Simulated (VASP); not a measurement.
A run of VASP 6.6.1 is set up as follows.

File INCAR:

```
PREC = Accurate ; ENCUT = 520
EDIFF = 1E-6 ; ISMEAR = 0
SIGMA = 0.05 ; LREAL = False
LASPH = True ; NELM = 100
ALGO = Normal ; ISIF = 2
LWAVE = False ; LCHARG = False
NBANDS = 11
```

The input KPOINTS:

```
Automatic mesh
0
Gamma
  12 12 12
```

File POSCAR:

```
Si
1.0
    0.0000000000      2.7890757879      2.5932826676
    2.7890757879      0.0000000000      2.5932826676
    2.7890757879      2.7890757879      0.0000000000
Si
2
Direct
    0.5000000000      0.5000000000      0.5000000000
    0.7500000000      0.7500000000      0.7500000000
```

Potentials or basis: VASP PAW LDA potentials, release 64 (Si).

Command:

```console
$ cat potpaw_LDA.64/Si/POTCAR > POTCAR
$ mpirun -np 1 vasp_std > vasp.out
```

(1) Estimate the pressure.

(2) What does it give for the band gap on the k mesh?

Results:

(1) -2.3 GPa.

(2) zero (band 4 reaches 6.01 eV, above the bottom of band 5 at 5.76 eV).
